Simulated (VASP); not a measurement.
# Sc12H (a cell with a defect) in VASP: single point with PBE

Aim: the single point of Sc12H (a cell with a defect) with PBE.

Everything below comes from runs of VASP 6.6.1. Logs are shortened: lines on timing, memory, paths and dates and some standing lists are left out, and cuts for length are marked.

### 1 The cell of the first run

The cell holds a defect, 13 atoms: a = 6.620 Å, b = 9.930 Å, c = 5.276 Å, α = 90.00°, β = 90.00°, γ = 120.00°.

### 2 Single point, PBE

INCAR reads:

```
SYSTEM = Sc12H
PREC = Accurate ; ENCUT = 520
EDIFF = 1E-6 ; ISMEAR = 0
SIGMA = 0.05 ; LREAL = .False.
LASPH = .True. ; NELM = 100
ALGO = Normal ; ISIF = 2
LWAVE = .False. ; LCHARG = .False.
GGA = PE ; NBANDS = 78
```

KPOINTS reads:

```
Automatic mesh
0
Gamma
  3 2 3
  0 0 0
```

POSCAR reads:

```
Sc12H
1.0
    6.6200000000      0.0000000000      0.0000000000
   -4.9650000000      8.5996320000      0.0000000000
    0.0000000000      0.0000000000      5.2761400000
Sc H
12 1
Direct
   -0.0009394554      0.0003552478      0.0043821809
    0.1656924348      0.2220046160      0.5056867331
   -0.0005548792      0.3329375024      0.0034513868
    0.1629070934      0.5519359433      0.4989860011
   -0.0028437879      0.6652243956     -0.0046027967
    0.1633788303      0.8899212199      0.5010282138
    0.5010866381      0.0017499586     -0.0041067902
    0.6656447004      0.2217633266      0.5003417271
    0.4978717578      0.3317939651      0.0020319779
    0.6661839059      0.5553485312      0.4964830349
    0.4994039785      0.6658373289     -0.0052775324
    0.6696336103      0.8896252770      0.5003119705
    0.3322348073      0.7775757149      1.1251790134
```

Potentials or basis: VASP PAW PBE potentials, release 64 (Sc_sv, H).

Launch:

```
$ cat potpaw_PBE.64/Sc_sv/POTCAR potpaw_PBE.64/H/POTCAR > POTCAR
$ mpirun -np 1 vasp_std > vasp.out
```

OUTCAR:

```text
SYSTEM = Sc12H
   PREC = Accurate
   ENCUT = 520
   EDIFF = 1E-6
   ISMEAR = 0
   LREAL = .False.
   LASPH = .True.
   NELM = 100
   ISIF = 2
   GGA = PE

 ion  position               nearest neighbor table
   1  0.999  0.000  0.004-  12 3.23   6 3.23   2 3.25   2 3.26   6 3.26  12 3.26   9 3.30   3 3.30
                             7 3.30  11 3.32   7 3.32   5 3.32
   2  0.166  0.222  0.506-   9 3.24   3 3.25   1 3.25   1 3.26   3 3.26   9 3.27   4 3.29   6 3.29
                            12 3.29   8 3.31   8 3.31  10 3.31
   3  0.999  0.333  0.003-   4 3.22   2 3.25   8 3.25   4 3.26   2 3.26   8 3.27   7 3.29   1 3.30
                             9 3.31   5 3.31  11 3.31   9 3.31
   4  0.163  0.552  0.499-   3 3.22  11 3.25   5 3.25   3 3.26   5 3.28   8 3.29   2 3.29  11 3.29
                            10 3.31  10 3.31  12 3.35   6 3.35
   5  0.997  0.665  0.995-  13 2.04  10 3.24   6 3.25   4 3.25  10 3.25   4 3.28   6 3.29  11 3.30
                             3 3.31   9 3.31  11 3.32   1 3.32   7 3.34
   6  0.163  0.890  0.501-   1 3.23   5 3.25   7 3.25   1 3.26  12 3.27   2 3.29   5 3.29   7 3.29
                            10 3.31   8 3.31  12 3.35   4 3.35
   7  0.501  0.002  0.996-  13 2.04   8 3.23  12 3.25   6 3.25   8 3.27  12 3.29   9 3.29   3 3.29
                             6 3.29   1 3.30   1 3.32  11 3.33   5 3.34
   8  0.666  0.222  0.500-   7 3.23   3 3.25   9 3.25   9 3.26   7 3.27   3 3.27   4 3.29   2 3.31
                             6 3.31  10 3.31   2 3.31  12 3.31
   9  0.498  0.332  0.002-   2 3.24  10 3.24   8 3.25   8 3.26   2 3.27  10 3.29   7 3.29   1 3.30
                             3 3.31   5 3.31  11 3.31   3 3.31
  10  0.666  0.555  0.496-   9 3.24   5 3.24  11 3.25   5 3.25  11 3.26   9 3.29   4 3.31   6 3.31
                            12 3.31   8 3.31   2 3.31   4 3.31
  11  0.499  0.666  0.995-  13 2.04  12 3.24  10 3.25   4 3.25  10 3.26   4 3.29  12 3.29   5 3.30
                             3 3.31   9 3.31   1 3.32   5 3.32   7 3.33
  12  0.670  0.890  0.500-   1 3.23  11 3.24   7 3.25   1 3.26   6 3.27   7 3.29  11 3.29   2 3.29
                            10 3.31   8 3.31   6 3.35   4 3.35
  13  0.332  0.778  0.125-  11 2.04   5 2.04   7 2.04

  LATTYP: Found a simple monoclinic cell.
 ALAT       =     6.6200000000
 B/A-ratio  =     0.7970000000
 C/A-ratio  =     1.3228756170
 COS(beta)  =    -0.1889822420

  Lattice vectors:

 A1 = (   6.6200000000,   0.0000000000,   0.0000000000)
 A2 = (   0.0000000000,   0.0000000000,   5.2761400000)
 A3 = (  -1.6550000000,  -8.5996320000,   0.0000000000)

Analysis of symmetry for initial positions (statically):
=====================================================================
 Subroutine PRICEL returns:
 Original cell was already a primitive cell.

 Routine SETGRP: Setting up the symmetry group for a
 simple monoclinic supercell.

 Subroutine GETGRP returns: Found  1 space group operations
 (whereof  1 operations were pure point group operations)
 out of a pool of  4 trial point group operations.

The static configuration has the point symmetry C_1 .

Analysis of symmetry for dynamics (positions and initial velocities):
=====================================================================
 Subroutine PRICEL returns:
 Original cell was already a primitive cell.

 Routine SETGRP: Setting up the symmetry group for a
 simple monoclinic supercell.

 Subroutine GETGRP returns: Found  1 space group operations
 (whereof  1 operations were pure point group operations)
 out of a pool of  4 trial point group operations.

The dynamic configuration has the point symmetry C_1 .

 Subroutine INISYM returns: Found  1 space group operations
 (whereof  1 operations are pure point group operations),
 and found     1 'primitive' translations

----------------------------------------------------------------------------------------

                                     Primitive cell

  volume of cell :     300.3683

  direct lattice vectors                    reciprocal lattice vectors
     6.620000000  0.000000000  0.000000000     0.151057402  0.087213034  0.000000000
    -4.965000000  8.599632000  0.000000000     0.000000000  0.116284046  0.000000000
     0.000000000  0.000000000  5.276140000     0.000000000  0.000000000  0.189532499

  length of vectors
     6.620000000  9.929999775  5.276140000     0.174426065  0.116284046  0.189532499

[... 69 lines left out ...]
 -----------------------------------------------------------------------------

 Subroutine IBZKPT returns following result:
 ===========================================

 Found     10 irreducible k-points:

 Following reciprocal coordinates:
            Coordinates               Weight
  0.000000  0.000000  0.000000      1.000000
  0.333333  0.000000  0.000000      2.000000
  0.000000  0.500000  0.000000      1.000000
  0.333333  0.500000  0.000000      2.000000
  0.000000  0.000000  0.333333      2.000000
  0.333333  0.000000  0.333333      2.000000
 -0.333333 -0.000000  0.333333      2.000000
  0.000000  0.500000  0.333333      2.000000
  0.333333  0.500000  0.333333      2.000000
 -0.333333  0.500000  0.333333      2.000000
   k-points           NKPTS =     10   k-points in BZ     NKDIM =     10   number of bands    NBANDS=     78
   number of dos      NEDOS =    301   number of ions     NIONS =     13
   total plane-waves  NPLWV = 160000
   dimension x,y,z NGX =    50 NGY =   80 NGZ =   40
   dimension x,y,z NGXF=   100 NGYF=  160 NGZF=   80
   ions per type =              12   1
   NGX,Y,Z   is equivalent  to a cutoff of  12.56, 13.39, 12.60 a.u.
   NGXF,Y,Z  is equivalent  to a cutoff of  25.11, 26.79, 25.21 a.u.
 SYSTEM =  Sc12H
   PREC   = accura    normal or accurate (medium, high low for compatibility)
   ISTART =      0    job   : 0-new  1-cont  2-samecut
   ICHARG =      2    charge: 1-file 2-atom 10-const
   ISPIN  =      1    spin polarized calculation?
   LNONCOLLINEAR =      F non collinear calculations
   LSORBIT =      F    spin-orbit coupling
   LASPH  =      T    aspherical Exc in radial PAW
   ENCUT  =  520.0 eV  38.22 Ry    6.18 a.u.  12.31 18.46  9.81*2*pi/ulx,y,z
   NELM   =    100;   NELMIN=  2; NELMDL= -5     # of ELM steps
   EDIFF  = 0.1E-05   stopping-criterion for ELM
   LREAL  =      F    real-space projection
   EDIFFG = 0.1E-04   stopping-criterion for IOM
   NSW    =      0    number of steps for IOM
   IBRION =     -1    ionic relax: 0-MD 1-quasi-New 2-CG
   NFREE  =      0    steps in history (QN), initial steepest desc. (CG)
   ISIF   =      2    stress and relaxation
   ISYM   =      2    0-nonsym 1-usesym 2-fastsym
   POTIM  = 0.5000    time-step for ionic-motion
   TEBEG  =    0.0;   TEEND  =   0.0 temperature during run
   PSTRESS=    0.0 pullay stress
   NELECT =     133.0000    total number of electrons
   NUPDOWN=      -1.0000    fix difference up-down
   EMIN   =  10.00;   EMAX   =-10.00  energy-range for DOS
   EFERMI =   0.00;   METHOD = LEGACY
   ISMEAR =     0;   SIGMA  =   0.05  broadening in eV -4-tet -1-fermi 0-gaus
   EFERMI_NEDOS =   21; number of points for ismear=-14 and -15
   IALGO  =     38    algorithm
   IMIX   =      4    mixing-type and parameters
     AMIX     =   0.40;   BMIX     =  1.00
     AMIX_MAG =   1.60;   BMIX_MAG =  1.00
  volume/ion in A,a.u.               =      23.11       155.92
  Fermi-wavevector in a.u.,A,eV,Ry     =   1.247788  2.357977 21.183915  1.556974
  Thomas-Fermi vector in A             =   2.381904
   LORBIT       =      0    0 simple, 1 ext, 2 COOP (PROOUT), +10 PAW based schemes
   GGA     = PE    functional components
   LHFCALC =     F    Hartree Fock is set to
   AEXX    =    0.0000 exact exchange contribution
   IVDW    =     0    specifies the selected vdW correction
   LEPSILON=     F    determine dielectric tensor
   LRPA    =     F    only Hartree local field effects (RPA)
 non-spin polarized calculation
 Gauss-broadening in eV      SIGMA  =   0.05
  energy-cutoff  :      520.00
  volume of cell :      300.37
 maximum number of plane-waves:      8103
 NGX is ok and might be reduce to    50
   NGX = 25   NGY = 37   NGZ = 19

 number of electron     132.9999998 magnetization

 Free energy of the ion-electron system (eV)
  ---------------------------------------------------
  ext. energy  EPLUGINS =         0.00000000
  ---------------------------------------------------
  free energy    TOTEN  =       -78.68377529 eV

  energy without entropy =      -78.64398292  energy(sigma->0) =      -78.66387911

 E-fermi :   3.6430     XC(G=0):  -9.8574

 val. band max:        3.6283032470   @ k =   0.3333   0.5000   0.0000
 cond. band min:       3.6453763335   @ k =   0.3333   0.0000   0.3333
 fundamental gap:      0.0170730864
 Fermi energy:         3.6430405341

 k-point     1 :       0.0000    0.0000    0.0000
  band No.  band energies     occupation
      1     -45.8434      2.00000
      2     -45.8237      2.00000
      3     -45.8172      2.00000
      4     -45.7565      2.00000
      5     -45.7254      2.00000
      6     -45.7176      2.00000
[... 799 lines left out ...]
     77       4.6043      0.00000
     78       4.6512      0.00000

------------------------ aborting loop because EDIFF is reached ----------------------------------------

  FORCE on cell =-STRESS in cart. coord.  units (eV):
  Direction    XX          YY          ZZ          XY          YZ          ZX
  --------------------------------------------------------------------------------------
  -------------------------------------------------------------------------------------
  Total       -0.2657473     -0.2893290     -2.1472697      0.0657703     -0.0504535     -0.0903534
  in kB       -1.4175075     -1.5432931    -11.4536264      0.3508217     -0.2691212     -0.4819490
  external PRESSURE =      -4.8048090 kB  Pullay stress =       0.0000000 kB

 VOLUME and BASIS-vectors are now :
 -----------------------------------------------------------------------------
  energy-cutoff  :      520.00
  volume of cell :      300.37
      direct lattice vectors                 reciprocal lattice vectors
     6.620000000  0.000000000  0.000000000     0.151057402  0.087213034  0.000000000
    -4.965000000  8.599632000  0.000000000     0.000000000  0.116284046  0.000000000
     0.000000000  0.000000000  5.276140000     0.000000000  0.000000000  0.189532499

 POSITION                                       TOTAL-FORCE (eV/Angst)
 -----------------------------------------------------------------------------------
      6.61202      0.00306      0.02312        -0.000229      0.007477     -0.037966
     -0.00537      1.90916      2.66807        -0.008944     -0.012445      0.007215
      4.96329      2.86314      0.01821        -0.013700     -0.010461     -0.025717
     -1.66192      4.74645      2.63272        -0.003653      0.023037     -0.102227
      3.29833      5.72068      5.25186         0.020509      0.007329     -0.101312
     -3.33689      7.65300      2.64349         0.020236      0.002255     -0.089372
      3.30850      0.01505      5.25447         0.003661     -0.032274     -0.091221
      3.30551      1.90708      2.63987         0.008106      0.006419     -0.052074
      1.64855      2.85331      0.01072         0.009445      0.008460     -0.028491
      1.65283      4.77579      2.61951        -0.003775     -0.012293     -0.105437
      0.00017      5.72596      5.24830        -0.008006      0.001818     -0.111618
      0.01598      7.65045      2.63972        -0.021644      0.000766     -0.095539
     -1.66127      6.68687      0.66046        -0.002006      0.009913      0.833758
 -----------------------------------------------------------------------------------
    total drift:                               -0.000748     -0.000260      0.000328

  FREE ENERGIE OF THE ION-ELECTRON SYSTEM (eV)
  ---------------------------------------------------
  free  energy   TOTEN  =       -78.6837752907 eV

  energy  without entropy=      -78.6439829249  energy(sigma->0) =      -78.66387911
```

It took 14 min on 1 thread of Intel Xeon 8259CL, shared host; peak memory 0.48 GiB.

Results:

- Free energy: -78.6838 eV
- Pressure: -0.5 GPa
- Largest force: 0.834 eV/Å
- Band gap on the k mesh: zero (an odd number of electrons rules out a gap without spin polarisation)

Forces in eV/Å, atoms in the order of the input:
```
Sc   0.000  0.007 -0.038
Sc  -0.009 -0.012  0.007
Sc  -0.014 -0.010 -0.026
Sc  -0.004  0.023 -0.102
Sc   0.021  0.007 -0.101
Sc   0.020  0.002 -0.089
Sc   0.004 -0.032 -0.091
Sc   0.008  0.006 -0.052
Sc   0.009  0.008 -0.028
Sc  -0.004 -0.012 -0.105
Sc  -0.008  0.002 -0.112
Sc  -0.022  0.001 -0.096
H   -0.002  0.010  0.834
```

Levels at points of the mesh, in eV from the Fermi level:
| k point | band 64 | band 65 | band 66 | band 67 | band 68 | band 69 |
| --- | --- | --- | --- | --- | --- | --- |
| (0.00, 0.00, 0.00) | -0.50 | -0.48 | -0.32 | -0.30 | -0.29 | 0.00 |
| (0.00, 0.50, 0.00) | -0.54 | -0.34 | -0.31 | -0.30 | -0.28 | -0.04 |

Caveat: the k points lie up to 0.40 Å⁻¹ apart, too coarse for converged energies and pressures of a metal.
